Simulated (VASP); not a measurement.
# Ir (Pm-3n) in VASP: further runs, part 2 of 2

VASP 6.6.1. Earlier steps stand in the parts before.

## Step 4: Relaxation of cell and atoms, PBEsol

This run uses another cell than the first one, of 14.15 Å³/atom.

The input, INCAR:

```
ALGO     = Normal         # electronic algorithm
EDIFF    = 1E-6           # SCF threshold, eV
EDIFFG   = -0.01          # ionic threshold
ENCUT    = 600            # plane-wave cutoff, eV
GGA      = PS             # functional
IBRION   = 2              # ionic algorithm
ISIF     = 3              # what is computed and relaxed
ISMEAR   = -1             # smearing method
LASPH    = True           # aspherical terms in the spheres
LCHARG   = False          # write CHGCAR
LREAL    = False          # projectors in reciprocal space
LWAVE    = False          # write WAVECAR
NELM     = 80             # most SCF steps
NSW      = 80             # ionic steps
PREC     = Accurate       # precision mode
SIGMA    = 0.1            # smearing width, eV
```

The input, KPOINTS:

```
k-points
0
Gamma
  5 5 5
```

The input, POSCAR:

```
Ir
1.0
    4.8373408790      0.0000000000      0.0000000000
    0.0000000000      4.8373408790      0.0000000000
    0.0000000000      0.0000000000      4.8373408790
Ir
8
Direct
    0.0000000000      0.0000000000      0.0000000000
    0.5000000000      0.5000000000      0.5000000000
    0.2500000000      0.0000000000      0.5000000000
    0.7500000000      0.0000000000      0.5000000000
    0.5000000000      0.2500000000      0.0000000000
    0.5000000000      0.7500000000      0.0000000000
    0.0000000000      0.5000000000      0.2500000000
    0.0000000000      0.5000000000      0.7500000000
```

Potentials or basis: VASP PAW PBE potentials, release 64 (Ir).

Launch:

```console
> cat potpaw_PBE.64/Ir/POTCAR > POTCAR
> mpirun -np 1 vasp_std > vasp.out
```

OUTCAR:

```text
EDIFF = 1E-6
   EDIFFG = -0.01
   ENCUT = 600
   GGA = PS
   IBRION = 2
   ISIF = 3
   ISMEAR = -1
   LASPH = True
   LREAL = False
   NELM = 80
   NSW = 80
   PREC = Accurate

 ion  position               nearest neighbor table
   1  0.000  0.000  0.000-   3 2.70   4 2.70   5 2.70   6 2.70   7 2.70   8 2.70   3 2.70   4 2.70
                             7 2.70   8 2.70   5 2.70   6 2.70
   2  0.500  0.500  0.500-   3 2.70   4 2.70   5 2.70   6 2.70   7 2.70   8 2.70   5 2.70   6 2.70
                             3 2.70   4 2.70   7 2.70   8 2.70
   3  0.250  0.000  0.500-   4 2.42   4 2.42   1 2.70   1 2.70   2 2.70   2 2.70   8 2.96   5 2.96
                             5 2.96   6 2.96   6 2.96   7 2.96   8 2.96   7 2.96
   4  0.750  0.000  0.500-   3 2.42   3 2.42   1 2.70   1 2.70   2 2.70   2 2.70   8 2.96   5 2.96
                             5 2.96   6 2.96   6 2.96   7 2.96   8 2.96   7 2.96
   5  0.500  0.250  0.000-   6 2.42   6 2.42   1 2.70   2 2.70   2 2.70   1 2.70   8 2.96   4 2.96
                             3 2.96   4 2.96   3 2.96   7 2.96   7 2.96   8 2.96
   6  0.500  0.750  0.000-   5 2.42   5 2.42   1 2.70   2 2.70   2 2.70   1 2.70   8 2.96   4 2.96
                             3 2.96   4 2.96   3 2.96   7 2.96   7 2.96   8 2.96
   7  0.000  0.500  0.250-   8 2.42   8 2.42   1 2.70   2 2.70   1 2.70   2 2.70   3 2.96   4 2.96
                             5 2.96   3 2.96   4 2.96   6 2.96   5 2.96   6 2.96
   8  0.000  0.500  0.750-   7 2.42   7 2.42   1 2.70   2 2.70   1 2.70   2 2.70   3 2.96   4 2.96
                             5 2.96   3 2.96   4 2.96   6 2.96   5 2.96   6 2.96

  LATTYP: Found a simple cubic cell.
 ALAT       =     4.8373408790

  Lattice vectors:

 A1 = (   4.8373408790,   0.0000000000,   0.0000000000)
 A2 = (   0.0000000000,   4.8373408790,   0.0000000000)
 A3 = (   0.0000000000,   0.0000000000,   4.8373408790)

Analysis of symmetry for initial positions (statically):
=====================================================================
 Subroutine PRICEL returns:
 Original cell was already a primitive cell.

 Routine SETGRP: Setting up the symmetry group for a
 simple cubic supercell.

 Subroutine GETGRP returns: Found 48 space group operations
 (whereof 24 operations were pure point group operations)
 out of a pool of 48 trial point group operations.

The static configuration has the point symmetry T_h .
 The point group associated with its full space group is O_h .

Analysis of symmetry for dynamics (positions and initial velocities):
=====================================================================
 Subroutine PRICEL returns:
 Original cell was already a primitive cell.

 Routine SETGRP: Setting up the symmetry group for a
 simple cubic supercell.

 Subroutine GETGRP returns: Found 48 space group operations
 (whereof 24 operations were pure point group operations)
 out of a pool of 48 trial point group operations.

The dynamic configuration has the point symmetry T_h .
 The point group associated with its full space group is O_h .

 Subroutine INISYM returns: Found 48 space group operations
 (whereof 24 operations are pure point group operations),
 and found     1 'primitive' translations

----------------------------------------------------------------------------------------

                                     Primitive cell

  volume of cell :     113.1931

  direct lattice vectors                    reciprocal lattice vectors
     4.837340879  0.000000000  0.000000000     0.206725146  0.000000000  0.000000000
     0.000000000  4.837340879  0.000000000     0.000000000  0.206725146  0.000000000
     0.000000000  0.000000000  4.837340879     0.000000000  0.000000000  0.206725146

  length of vectors
     4.837340879  4.837340879  4.837340879     0.206725146  0.206725146  0.206725146

  position of ions in fractional coordinates (direct lattice)
     0.000000000  0.000000000  0.000000000
     0.500000000  0.500000000  0.500000000
[... 36 lines left out ...]
  Shift w.r.t. Gamma in fractional coordinates (k-lattice)
     0.000000000  0.000000000  0.000000000

 Subroutine IBZKPT returns following result:
 ===========================================

 Found     10 irreducible k-points:

 Following reciprocal coordinates:
            Coordinates               Weight
  0.000000  0.000000  0.000000      1.000000
  0.200000  0.000000  0.000000      6.000000
  0.400000  0.000000  0.000000      6.000000
  0.200000  0.200000  0.000000     12.000000
  0.400000  0.200000  0.000000     24.000000
  0.400000  0.400000  0.000000     12.000000
  0.200000  0.200000  0.200000      8.000000
  0.400000  0.200000  0.200000     24.000000
  0.400000  0.400000  0.200000     24.000000
  0.400000  0.400000  0.400000      8.000000
   k-points           NKPTS =     10   k-points in BZ     NKDIM =     10   number of bands    NBANDS=     43
   number of dos      NEDOS =    301   number of ions     NIONS =      8
   total plane-waves  NPLWV =  64000
   dimension x,y,z NGX =    40 NGY =   40 NGZ =   40
   dimension x,y,z NGXF=    80 NGYF=   80 NGZF=   80
   ions per type =               8
   NGX,Y,Z   is equivalent  to a cutoff of  13.75, 13.75, 13.75 a.u.
   NGXF,Y,Z  is equivalent  to a cutoff of  27.49, 27.49, 27.49 a.u.
 SYSTEM =  unknown system
   PREC   = accura    normal or accurate (medium, high low for compatibility)
   ISTART =      0    job   : 0-new  1-cont  2-samecut
   ICHARG =      2    charge: 1-file 2-atom 10-const
   ISPIN  =      1    spin polarized calculation?
   LNONCOLLINEAR =      F non collinear calculations
   LSORBIT =      F    spin-orbit coupling
   LASPH  =      T    aspherical Exc in radial PAW
   ENCUT  =  600.0 eV  44.10 Ry    6.64 a.u.   9.66  9.66  9.66*2*pi/ulx,y,z
   NELM   =     80;   NELMIN=  2; NELMDL= -5     # of ELM steps
   EDIFF  = 0.1E-05   stopping-criterion for ELM
   LREAL  =      F    real-space projection
   EDIFFG = -.1E-01   stopping-criterion for IOM
   NSW    =     80    number of steps for IOM
   IBRION =      2    ionic relax: 0-MD 1-quasi-New 2-CG
   NFREE  =      1    steps in history (QN), initial steepest desc. (CG)
   ISIF   =      3    stress and relaxation
   ISYM   =      2    0-nonsym 1-usesym 2-fastsym
   POTIM  = 0.5000    time-step for ionic-motion
   TEBEG  =    0.0;   TEEND  =   0.0 temperature during run
   PSTRESS=    0.0 pullay stress
   NELECT =      72.0000    total number of electrons
   NUPDOWN=      -1.0000    fix difference up-down
   EMIN   =  10.00;   EMAX   =-10.00  energy-range for DOS
   EFERMI =   0.00;   METHOD = LEGACY
   ISMEAR =    -1;   SIGMA  =   0.10  broadening in eV -4-tet -1-fermi 0-gaus
   EFERMI_NEDOS =   21; number of points for ismear=-14 and -15
   IALGO  =     38    algorithm
   IMIX   =      4    mixing-type and parameters
     AMIX     =   0.40;   BMIX     =  1.00
     AMIX_MAG =   1.60;   BMIX_MAG =  1.00
  volume/ion in A,a.u.               =      14.15        95.48
  Fermi-wavevector in a.u.,A,eV,Ry     =   1.407923  2.660589 26.970118  1.982248
  Thomas-Fermi vector in A             =   2.530133
   LORBIT       =      0    0 simple, 1 ext, 2 COOP (PROOUT), +10 PAW based schemes
   GGA     = PS    functional components
   LHFCALC =     F    Hartree Fock is set to
   AEXX    =    0.0000 exact exchange contribution
   IVDW    =     0    specifies the selected vdW correction
   LEPSILON=     F    determine dielectric tensor
   LRPA    =     F    only Hartree local field effects (RPA)
 conjugate gradient relaxation of ions
 non-spin polarized calculation
  energy-cutoff  :      600.00
  volume of cell :      113.19
 maximum number of plane-waves:      3807
 NGX is ok and might be reduce to    40
   NGX = 19   NGY = 19   NGZ = 19

--------------------------------------- Ionic step        1  -------------------------------------------

 number of electron      72.0000008 magnetization

 Free energy of the ion-electron system (eV)
  ---------------------------------------------------
  ext. energy  EPLUGINS =         0.00000000
  ---------------------------------------------------
  free energy    TOTEN  =       -74.18191706 eV

  energy without entropy =      -73.81254097  energy(sigma->0) =      -73.99722902

 E-fermi :  10.3332     XC(G=0): -14.0725

 val. band max:       10.3135623815   @ k =   0.4000   0.4000   0.0000
 cond. band min:      10.3401905747   @ k =   0.2000   0.2000   0.2000
 fundamental gap:      0.0266281931
 Fermi energy:        10.3332233819

 k-point     1 :       0.0000    0.0000    0.0000
  band No.  band energies     occupation
      1      -0.9552      2.00000
      2       1.9285      2.00000
      3       1.9285      2.00000
      4       3.3095      2.00000
      5       3.5227      2.00000
      6       3.5227      2.00000
[... 574 lines left out ...]
--------------------------------------- Ionic step        4  -------------------------------------------

 number of electron      71.9999993 magnetization

 Free energy of the ion-electron system (eV)
  ---------------------------------------------------
  ext. energy  EPLUGINS =         0.00000000
  ---------------------------------------------------
  free energy    TOTEN  =       -74.35417201 eV

  energy without entropy =      -73.96323421  energy(sigma->0) =      -74.15870311

 E-fermi :   9.7081     XC(G=0): -13.8601

 val. band max:        9.6906766304   @ k =   0.4000   0.4000   0.0000
 cond. band min:       9.7151732875   @ k =   0.2000   0.2000   0.2000
 fundamental gap:      0.0244966571
 Fermi energy:         9.7081163936

 k-point     1 :       0.0000    0.0000    0.0000
  band No.  band energies     occupation
      1      -1.1895      2.00000
      2       1.6716      2.00000
      3       1.6716      2.00000
      4       2.9929      2.00000
      5       3.2647      2.00000
      6       3.2647      2.00000
[... 484 lines left out ...]
  FREE ENERGIE OF THE ION-ELECTRON SYSTEM (eV)
  ---------------------------------------------------
  free  energy   TOTEN  =       -74.3541720060 eV

  energy  without entropy=      -73.9632342130  energy(sigma->0) =      -74.15870311

 reached required accuracy - stopping structural energy minimisation
```

Wall time 4.9 min (1 thread of AMD EPYC 7R43 (Zen 3), shared host); peak memory 0.24 GiB.

What came out:

- Free energy: -74.3542 eV
- Relaxed volume: 14.67 Å³/atom
- Relaxed cell: a = 4.896 Å, b = 4.896 Å, c = 4.896 Å, α = 90.00°, β = 90.00°, γ = 90.00°
- Space group after relaxing (to 0.1 Å): Pm-3n (No. 223)
- Energy gained by relaxing: 21.5 meV/atom
- Ionic steps: 4
- Pressure after relaxing: -0.1 GPa
- Band gap on the k mesh: zero (bands 36 and 37 overlap by 0.52 eV)

The path:
| step | energy change (eV) | largest force (eV/Å) | pressure (GPa) | volume (Å³) |
| --- | --- | --- | --- | --- |
| 1 | 0.0000 | 0.0000 | 13.72 | 113.19 |
| 2 | 1.8160 | 0.0000 | -32.91 | 134.23 |
| 3 | -0.1716 | 0.0000 | -0.77 | 117.63 |
| 4 | -0.1723 | 0.0000 | -0.06 | 117.39 |

Final structure:
```yaml
crystal:
  lattice:
    - [4.89634, 0.00000, 0.00000]
    - [0.00000, 4.89634, 0.00000]
    - [0.00000, 0.00000, 4.89634]
  atoms:
    - { symbol: Ir, position: [0.00000, 0.00000, 0.00000] }
    - { symbol: Ir, position: [0.50000, 0.50000, 0.50000] }
    - { symbol: Ir, position: [0.25000, 0.00000, 0.50000] }
    - { symbol: Ir, position: [0.75000, 0.00000, 0.50000] }
    - { symbol: Ir, position: [0.50000, 0.25000, 0.00000] }
    - { symbol: Ir, position: [0.50000, 0.75000, 0.00000] }
    - { symbol: Ir, position: [0.00000, 0.50000, 0.25000] }
    - { symbol: Ir, position: [0.00000, 0.50000, 0.75000] }
```

Levels at points of the mesh, in eV from the Fermi level:
```csv
k point,band 34,band 35,band 36,band 37,band 38,band 39
"(0.00, 0.00, 0.00)",-0.36,-0.36,0.34,0.34,0.34,0.94
```

Caveat: the PAW data sets were made with another functional, which shifts forces and pressure a little; spin-orbit coupling is left out, which moves the levels of the heavy elements.

## Step 5: The runs side by side

```csv
task,cell,k mesh,cutoff (eV),gap on the mesh (eV),pressure (GPa)
single point,"a = 4.892 Å, 8 atoms",5 × 5 × 5,520,none,0.9
single point,"a = 4.892 Å, 8 atoms",7 × 7 × 7,520,none,1.0
relaxation of cell and atoms,"relaxed from a = 4.837 Å, 8 atoms",5 × 5 × 5,600,none,-0.1
```

Alike in all rows: level PBEsol; potentials or basis VASP PAW PBE potentials, release 64 (Ir); no spin polarisation; smearing fermi-dirac 0.1 eV.

Caveats: the PAW data sets were made with another functional, which shifts forces and pressure a little; spin-orbit coupling is left out, which moves the levels of the heavy elements.

Total energies depend on the potentials used, so only differences within one code and one set of settings carry meaning.
